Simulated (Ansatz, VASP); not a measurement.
## LiCl: VASP beside Ansatz

```
Cl Li
1.0
     0.00000    2.56477    2.56477
     2.56477    0.00000    2.56477
     2.56477    2.56477    0.00000
Cl Li
1 1
Cartesian
  2.5648 2.5648 2.5648
  0.0000 0.0000 0.0000
```

Alike in both runs: task single point; functional PBEsol; k mesh 8 × 8 × 8; occupations fermi-dirac, width 0.05 eV; no spin polarisation.

|  | VASP | Ansatz |
| --- | --- | --- |
| version | VASP 6.6.1 | Ansatz 0.2.0 |
| potentials or method | VASP PAW PBE potentials, release 64 (Cl, Li_sv) | Ansatz PAW |
| plane-wave cutoff (eV) | 750 | 420 |
| valence electrons in the cell | 10 | 10 |

```tsv
	VASP	Ansatz	Ansatz less VASP
gap on the k mesh at the Fermi level (eV)	6.13	6.13	-0.002
least direct gap on the mesh (eV)	6.13	6.13	-0.002
pressure (GPa)	-1.3	-1.2	+0.07
```

VASP's potentials were made for PBE, not for PBEsol.
